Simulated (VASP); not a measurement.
Runs of VASP 6.6.1 on Ge3Te2S. The structure is that of space group P6/mmm (No. 191), or close to it. The cells are those of the table. The cell was generated, and may not be a known phase.

```tsv
task	cell	k mesh	cutoff (eV)	gap on the mesh (eV)	pressure (GPa)	relaxed volume (Å³/atom)
single point	a = 9.788, b = 9.788, c = 2.858 Å, angles 90.0, 90.0, 120.0°, 6 atoms	3 × 3 × 4	520	none	(a)	-
relaxation of cell and atoms	relaxed from a = 6.725, b = 6.725, c = 4.563 Å, angles 90.0, 90.0, 120.0°, 6 atoms	3 × 3 × 4	600	none	0.0	39.52
single point	a = 6.725, b = 6.725, c = 4.563 Å, angles 90.0, 90.0, 120.0°, 6 atoms	3 × 3 × 4	520	none	(b)	-
relaxation of cell and atoms	relaxed from a = 9.788, b = 9.788, c = 2.858 Å, angles 90.0, 90.0, 120.0°, 6 atoms	3 × 3 × 6	600	none	0.0	39.35
single point	a = 9.952, b = 9.952, c = 2.791 Å, angles 90.0, 90.0, 120.0°, 6 atoms	6 × 6 × 14	520	none	0.0	-
single point	a = 10.145, b = 10.145, c = 2.655 Å, angles 90.0, 90.0, 120.0°, 6 atoms	3 × 3 × 6	520	none	-0.1	-
```

Alike in all rows: level PBE; potentials or basis VASP PAW PBE potentials, release 64 (Ge_d, Te, S); no spin polarisation; smearing gaussian 0.1 eV.

Question: Estimate the missing entries.

Answer: (a) 0.2; (b) 64.5.

Caveats: some runs use coarse meshes; spin-orbit coupling is left out, which moves the levels of the heavy elements; the volume moved by over 15 % at a fixed basis, so the end points are rough (at least some runs); the stress differs along the axes, from -0 to 97 GPa (at least some runs); this functional lacks dispersion, which binds layers or chains, so the pressure and a relaxed spacing across them are unreliable (at least some runs).

A k mesh can miss the band edges, and the runs leave out spin-orbit coupling on Ge, Te.

A gap of «none» marks levels without a gap at the run's occupations.
